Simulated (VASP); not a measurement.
# Al (P6_3/mmc) in VASP: a series of runs

Runs on Al. Level: PBEsol+D3(BJ). Tasks: single point.

All numbers are computed with VASP 6.6.1; they aren't measurements. Logs are shortened: lines on timing, memory, paths and dates and some standing lists are left out, and cuts for length are marked.

## 1. The cell of the first run

The structure is hexagonal, space group P6_3/mmc (No. 194). Conventional cell: a = 2.800 Å, b = 2.800 Å, c = 8.829 Å, α = 90.00°, β = 90.00°, γ = 120.00°. Al (site symmetry -3m) has 12 Al at 2.74 to 2.80 Å within 3.6 Å. Within 3.6 Å of Al (site symmetry -6m2) lie 12 Al at 2.74 to 2.80 Å.

## 2. Single point, PBEsol+D3(BJ) (volume 14.987 Å^3 an atom, c/a of the conventional cell 3.1530)

The input, INCAR:

```
SYSTEM = Al
PREC = Accurate
ENCUT = 520
EDIFF = 1E-7
ISMEAR = 0
SIGMA = 0.15
LREAL = .FALSE.
LASPH = .TRUE.
NELM = 80
ALGO = Normal
ISIF = 2
LWAVE = .FALSE.
LCHARG = .FALSE.
GGA = PS
IVDW = 12
NBANDS = 14
```

The input, KPOINTS:

```
regular mesh
0
G
  18 18 6
  0 0 0
```

The input, POSCAR:

```
Al
1.0
    2.8000988641      0.0000000000      0.0000000000
   -1.4000494320      2.4249567494      0.0000000000
    0.0000000000      0.0000000000      8.8287117184
Al
4
Direct
    0.0000000000      0.0000000000      0.0000000000
    0.3333333333      0.6666666667      0.2500000000
    0.0000000000      0.0000000000      0.5000000000
    0.6666666667      0.3333333333      0.7500000000
```

Potentials or basis: VASP PAW PBE potentials, release 64 (Al).

Launch:

```console
$ cat potpaw_PBE.64/Al/POTCAR > POTCAR
$ mpirun -np 1 vasp_std > vasp.out
```

OUTCAR:

```text
SYSTEM = Al
   PREC = Accurate
   ENCUT = 520
   EDIFF = 1E-7
   ISMEAR = 0
   LREAL = .FALSE.
   LASPH = .TRUE.
   NELM = 80
   ISIF = 2
   GGA = PS
   IVDW = 12
 IVDW          = 12

 ion  position               nearest neighbor table
   1  0.000  0.000  0.000-   2 2.74   4 2.74   2 2.74   4 2.74   4 2.74   2 2.74
   2  0.333  0.667  0.250-   1 2.74   3 2.74   1 2.74   3 2.74   1 2.74   3 2.74
   3  0.000  0.000  0.500-   2 2.74   4 2.74   2 2.74   4 2.74   4 2.74   2 2.74
   4  0.667  0.333  0.750-   1 2.74   3 2.74   1 2.74   3 2.74   1 2.74   3 2.74

  LATTYP: Found a hexagonal cell.
 ALAT       =     2.8000988641
 C/A-ratio  =     3.1530000000

  Lattice vectors:

 A1 = (   2.8000988641,   0.0000000000,   0.0000000000)
 A2 = (  -1.4000494320,   2.4249567494,   0.0000000000)
 A3 = (   0.0000000000,   0.0000000000,   8.8287117184)

Analysis of symmetry for initial positions (statically):
=====================================================================
 Subroutine PRICEL returns:
 Original cell was already a primitive cell.

 Routine SETGRP: Setting up the symmetry group for a
 hexagonal supercell.

 Subroutine GETGRP returns: Found 24 space group operations
 (whereof 12 operations were pure point group operations)
 out of a pool of 24 trial point group operations.

The static configuration has the point symmetry D_3d.
 The point group associated with its full space group is D_6h.

Analysis of symmetry for dynamics (positions and initial velocities):
=====================================================================
 Subroutine PRICEL returns:
 Original cell was already a primitive cell.

 Routine SETGRP: Setting up the symmetry group for a
 hexagonal supercell.

 Subroutine GETGRP returns: Found 24 space group operations
 (whereof 12 operations were pure point group operations)
 out of a pool of 24 trial point group operations.

The dynamic configuration has the point symmetry D_3d.
 The point group associated with its full space group is D_6h.

 Subroutine INISYM returns: Found 24 space group operations
 (whereof 12 operations are pure point group operations),
 and found     1 'primitive' translations

----------------------------------------------------------------------------------------

                                     Primitive cell

  volume of cell :      59.9480

  direct lattice vectors                    reciprocal lattice vectors
     2.800098864  0.000000000  0.000000000     0.357130247  0.206189244  0.000000000
    -1.400049432  2.424956749  0.000000000     0.000000000  0.412378489  0.000000000
     0.000000000  0.000000000  8.828711718     0.000000000  0.000000000  0.113266809

  length of vectors
     2.800098864  2.800098864  8.828711718     0.412378489  0.412378489  0.113266809

  position of ions in fractional coordinates (direct lattice)
     0.000000000  0.000000000  0.000000000
     0.333333333  0.666666667  0.250000000
     0.000000000  0.000000000  0.500000000
     0.666666667  0.333333333  0.750000000

  ion indices of the primitive-cell ions
   primitive index   ion index
                 1           1
                 2           2
                 3           3
                 4           4

----------------------------------------------------------------------------------------

 KPOINTS: regular mesh

Automatic generation of k-mesh.
 Grid dimensions read from file:
 generate k-points for:   18   18    6

 Generating k-lattice:

  Cartesian coordinates                     Fractional coordinates (reciprocal lattice)
     0.019840569  0.011454958  0.000000000     0.055555556  0.000000000  0.000000000
     0.000000000  0.022909916  0.000000000     0.000000000  0.055555556  0.000000000
     0.000000000  0.000000000  0.018877801     0.000000000  0.000000000  0.166666667

  Length of vectors
     0.022909916  0.022909916  0.018877801

  Shift w.r.t. Gamma in fractional coordinates (k-lattice)
     0.000000000  0.000000000  0.000000000

 Subroutine IBZKPT returns following result:
 ===========================================

 Found    148 irreducible k-points:

 Following reciprocal coordinates:
            Coordinates               Weight
  0.000000  0.000000  0.000000      1.000000
  0.055556 -0.000000  0.000000      6.000000
  0.111111 -0.000000  0.000000      6.000000
  0.166667 -0.000000  0.000000      6.000000
  0.222222 -0.000000  0.000000      6.000000
  0.277778 -0.000000  0.000000      6.000000
[... 16 lines left out ...]
  0.333333  0.111111  0.000000     12.000000
  0.388889  0.111111  0.000000     12.000000
 [... further k-points ...]
   k-points           NKPTS =    148   k-points in BZ     NKDIM =    148   number of bands    NBANDS=     14
   number of dos      NEDOS =    301   number of ions     NIONS =      4
   total plane-waves  NPLWV =  40320
   dimension x,y,z NGX =    24 NGY =   24 NGZ =   70
   dimension x,y,z NGXF=    48 NGYF=   48 NGZF=  140
   ions per type =               4
   NGX,Y,Z   is equivalent  to a cutoff of  14.25, 14.25, 13.18 a.u.
   NGXF,Y,Z  is equivalent  to a cutoff of  28.50, 28.50, 26.36 a.u.
 SYSTEM =  Al
   PREC   = accura    normal or accurate (medium, high low for compatibility)
   ISTART =      0    job   : 0-new  1-cont  2-samecut
   ICHARG =      2    charge: 1-file 2-atom 10-const
   ISPIN  =      1    spin polarized calculation?
   LNONCOLLINEAR =      F non collinear calculations
   LSORBIT =      F    spin-orbit coupling
   LASPH  =      T    aspherical Exc in radial PAW
   ENCUT  =  520.0 eV  38.22 Ry    6.18 a.u.   5.21  5.21 16.42*2*pi/ulx,y,z
   NELM   =     80;   NELMIN=  2; NELMDL= -5     # of ELM steps
   EDIFF  = 0.1E-06   stopping-criterion for ELM
   LREAL  =      F    real-space projection
   EDIFFG = 0.1E-05   stopping-criterion for IOM
   NSW    =      0    number of steps for IOM
   IBRION =     -1    ionic relax: 0-MD 1-quasi-New 2-CG
   NFREE  =      0    steps in history (QN), initial steepest desc. (CG)
   ISIF   =      2    stress and relaxation
   ISYM   =      2    0-nonsym 1-usesym 2-fastsym
   POTIM  = 0.5000    time-step for ionic-motion
   TEBEG  =    0.0;   TEEND  =   0.0 temperature during run
   PSTRESS=    0.0 pullay stress
   NELECT =      12.0000    total number of electrons
   NUPDOWN=      -1.0000    fix difference up-down
   EMIN   =  10.00;   EMAX   =-10.00  energy-range for DOS
   EFERMI =   0.00;   METHOD = LEGACY
   ISMEAR =     0;   SIGMA  =   0.15  broadening in eV -4-tet -1-fermi 0-gaus
   EFERMI_NEDOS =   21; number of points for ismear=-14 and -15
   IALGO  =     38    algorithm
   IMIX   =      4    mixing-type and parameters
     AMIX     =   0.40;   BMIX     =  1.00
     AMIX_MAG =   1.60;   BMIX_MAG =  1.00
  volume/ion in A,a.u.               =      14.99       101.14
  Fermi-wavevector in a.u.,A,eV,Ry     =   0.957658  1.809711 12.478018  0.917108
  Thomas-Fermi vector in A             =   2.086695
   LORBIT       =      0    0 simple, 1 ext, 2 COOP (PROOUT), +10 PAW based schemes
   GGA     = PS    functional components
   LHFCALC =     F    Hartree Fock is set to
   AEXX    =    0.0000 exact exchange contribution
   IVDW    =    12    specifies the selected vdW correction
   LEPSILON=     F    determine dielectric tensor
   LRPA    =     F    only Hartree local field effects (RPA)
 non-spin polarized calculation
 Gauss-broadening in eV      SIGMA  =   0.15
  energy-cutoff  :      520.00
  volume of cell :       59.95
 maximum number of plane-waves:      1635
 NGX is ok and might be reduce to    24
   NGX = 11   NGY = 11   NGZ = 33

 number of electron      12.0000000 magnetization

 Free energy of the ion-electron system (eV)
  ---------------------------------------------------
  ext. energy  EPLUGINS =         0.00000000
  ---------------------------------------------------
  free energy    TOTEN  =       -16.18631687 eV

  energy without entropy =      -16.17042187  energy(sigma->0) =      -16.17836937

 E-fermi :   8.9786     XC(G=0): -10.6128

 val. band max:        8.9782863599   @ k =   0.3333   0.1111   0.1667
 cond. band min:       8.9913403166   @ k =   0.3333   0.0556   0.0000
 fundamental gap:      0.0130539567
 Fermi energy:         8.9786272742

 k-point     1 :       0.0000    0.0000    0.0000
  band No.  band energies     occupation
      1      -2.8246      2.00000
      2      -0.9418      2.00000
      3      -0.9406      2.00000
      4       4.2246      2.00000
      5       4.9266      2.00000
      6      13.3148      0.00000
      7      13.3361      0.00000
      8      19.8212      0.00000
      9      19.8212      0.00000
     10      19.9568      0.00000
     11      19.9568      0.00000
     12      20.9362      0.00000
     13      20.9362      0.00000
     14      21.1034      0.00000

 k-point     2 :       0.0556   -0.0000    0.0000
  band No.  band energies     occupation
      1      -2.7470      2.00000
      2      -0.8654      2.00000
      3      -0.8642      2.00000
      4       4.2955      2.00000
      5       5.0014      2.00000
      6      13.3680      0.00000
      7      13.3953      0.00000
      8      18.1634      0.00000
      9      18.7715      0.00000
     10      19.6075      0.00000
     11      19.6903      0.00000
     12      20.1538      0.00000
     13      20.2705      0.00000
     14      20.3117      0.00000

 k-point     3 :       0.1111   -0.0000    0.0000
  band No.  band energies     occupation
      1      -2.5145      2.00000
      2      -0.6363      2.00000
      3      -0.6352      2.00000
      4       4.5084      2.00000
      5       5.2246      2.00000
      6      13.4997      0.00000
      7      13.5630      0.00000
      8      16.1131      0.00000
      9      17.5558      0.00000
     10      17.6640      0.00000
     11      17.7883      0.00000
     12      19.3537      0.00000
     13      19.3633      0.00000
     14      19.3949      0.00000

 k-point     4 :       0.1667   -0.0000    0.0000
  band No.  band energies     occupation
      1      -2.1279      2.00000
      2      -0.2554      2.00000
      3      -0.2546      2.00000
      4       4.8631      2.00000
      5       5.5918      2.00000
      6      13.3174      0.00000
      7      13.7601      0.00000
      8      14.4934      0.00000
      9      15.4946      0.00000
     10      15.7175      0.00000
     11      16.9373      0.00000
     12      18.4373      0.00000
     13      18.5226      0.00000
     14      18.5235      0.00000

 k-point     5 :       0.2222   -0.0000    0.0000
  band No.  band energies     occupation
      1      -1.5886      2.00000
      2       0.2759      2.00000
      3       0.2762      2.00000
      4       5.3594      2.00000
      5       6.0929      2.00000
      6      11.7128      0.00000
      7      13.1640      0.00000
      8      13.4622      0.00000
      9      14.5451      0.00000
     10      14.7598      0.00000
     11      16.2186      0.00000
[... 276 lines left out ...]
 k-point    22 :       0.2778    0.1111    0.0000
  band No.  band energies     occupation
      1       0.1672      2.00000
      2       2.0022      2.00000
      3       2.0045      2.00000
      4       6.9766      2.00000
      5       7.3329      2.00000
      6       8.6210      1.99925
      7       9.9491      0.00000
      8      10.0498      0.00000
      9      12.0719      0.00000
     10      13.6381      0.00000
     11      13.9375      0.00000
     12      14.8120      0.00000
     13      15.6277      0.00000
     14      16.5788      0.00000

 k-point    23 :       0.3333    0.1111    0.0000
  band No.  band energies     occupation
      1       1.1487      2.00000
      2       2.9621      2.00000
      3       2.9679      2.00000
      4       6.3628      2.00000
      5       7.7536      2.00000
      6       8.1123      2.00000
      7       8.4717      2.00000
      8       9.1318      0.14867
      9      11.6841      0.00000
     10      12.9398      0.00000
     11      13.4933      0.00000
     12      13.6232      0.00000
     13      14.5428      0.00000
     14      17.1394      0.00000

 k-point    24 :       0.3889    0.1111    0.0000
  band No.  band energies     occupation
      1       2.2708      2.00000
      2       4.0403      2.00000
      3       4.0568      2.00000
      4       4.9116      2.00000
      5       6.7546      2.00000
      6       6.7778      2.00000
      7       9.0400      0.56302
      8       9.8546      0.00000
      9      11.3320      0.00000
     10      11.5845      0.00000
     11      12.9453      0.00000
     12      13.3161      0.00000
     13      13.7561      0.00000
     14      17.8311      0.00000

 [... further k-points ...]

------------------------ aborting loop because EDIFF is reached ----------------------------------------

 Edisp (eV)   -1.40021

 E8    (eV) :    -0.9430

  FORCE on cell =-STRESS in cart. coord.  units (eV):
  Direction    XX          YY          ZZ          XY          YZ          ZX
  --------------------------------------------------------------------------------------
  -------------------------------------------------------------------------------------
  Total       1.00902     1.00902     2.75005     0.00000     0.00000     0.00000
  in kB      26.96708    26.96708    73.49820     0.00000     0.00000     0.00000
  external pressure =       42.48 kB  Pullay stress =        0.00 kB

 VOLUME and BASIS-vectors are now :
 -----------------------------------------------------------------------------
  energy-cutoff  :      520.00
  volume of cell :       59.95
      direct lattice vectors                 reciprocal lattice vectors
     2.800098864  0.000000000  0.000000000     0.357130247  0.206189244  0.000000000
    -1.400049432  2.424956749  0.000000000     0.000000000  0.412378489  0.000000000
     0.000000000  0.000000000  8.828711718     0.000000000  0.000000000  0.113266809

 POSITION                                       TOTAL-FORCE (eV/Angst)
 -----------------------------------------------------------------------------------
      0.00000      0.00000      0.00000         0.000000      0.000000     -0.000000
     -0.00000      1.61664      2.20718         0.000000     -0.000000      0.000000
      0.00000      0.00000      4.41436         0.000000      0.000000     -0.000000
      1.40005      0.80832      6.62153        -0.000000      0.000000     -0.000000
 -----------------------------------------------------------------------------------
    total drift:                               -0.000000      0.000000      0.000000

  FREE ENERGIE OF THE ION-ELECTRON SYSTEM (eV)
  ---------------------------------------------------
  free  energy   TOTEN  =       -17.5865285474 eV

  energy  without entropy=      -17.5706335520  energy(sigma->0) =      -17.57858105
```

Wall time 49 s (1 thread of Intel Xeon 6975P-C (Granite Rapids), shared host); peak memory 0.24 GiB.

Results:

```
Free energy                : -17.5865 eV
Pressure                   : 4.2 GPa
Band gap on the k mesh     : zero (band 6 reaches 13.56 eV, above the bottom of band 7 at 7.25 eV)
Dispersion energy per atom : -0.350 eV
```

Levels at points of the mesh, in eV from the Fermi level:
| k point | band 2 | band 3 | band 4 | band 5 | band 6 | band 7 | band 8 | band 9 | band 10 | band 11 |
| --- | --- | --- | --- | --- | --- | --- | --- | --- | --- | --- |
| (0.00, 0.00, 0.00) | -9.92 | -9.92 | -4.75 | -4.05 | 4.34 | 4.36 | 10.84 | 10.84 | 10.98 | 10.98 |
| (0.50, 0.00, 0.00) | -5.63 | -4.25 | -4.19 | -3.51 | -3.44 | 0.85 | 1.27 | 1.84 | 2.11 | 5.61 |
| (0.00, 0.00, 0.50) | -11.33 | -7.61 | -7.61 | -0.39 | -0.39 | 9.62 | 9.62 | 11.20 | 11.20 | 11.20 |
| (0.50, 0.00, 0.50) | -5.28 | -5.19 | -5.19 | -1.92 | -1.92 | -1.21 | -1.21 | 5.03 | 5.03 | 5.31 |

Caveat: the PAW data sets were made with another functional, which shifts forces and pressure a little; pairwise dispersion overbinds metals, which lowers pressure and volume.

[end of part 1 of 2]
